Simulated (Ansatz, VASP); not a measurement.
**Si in VASP and in Ansatz**

```
Si
1.0
     0.00000    2.66550    2.66550
     2.66550    0.00000    2.66550
     2.66550    2.66550    0.00000
Si
2
Cartesian
  1.3327 1.3327 1.3327
  0.0000 0.0000 0.0000
```

Change from the starting cell: hydrostatic strain -2.1%.

Alike in both runs: task single point; functional HSE06; k mesh 6 × 6 × 6; no spin polarisation.

|  | VASP | Ansatz |
| --- | --- | --- |
| version | VASP 6.6.1 | Ansatz 0.2.0 |
| potentials or method | VASP PAW PBE potentials, release 64 (Si) | plane waves, PAW |
| plane-wave cutoff (eV) | 520 | 420 |
| occupations | gaussian, width 0.01 eV | fixed |
| valence electrons in the cell | 8 | 8 |

VASP gave:

```
gap on the k mesh at the Fermi level (eV) : 1.18
pressure (GPa)                            : 6.4
```

Problem. Which values does Ansatz return?

Solution. gap on the k mesh at the Fermi level (eV): 1.16; pressure (GPa): 6.8.

Ansatz's warnings: stress exchange threshold loose, stress scf threshold loose.
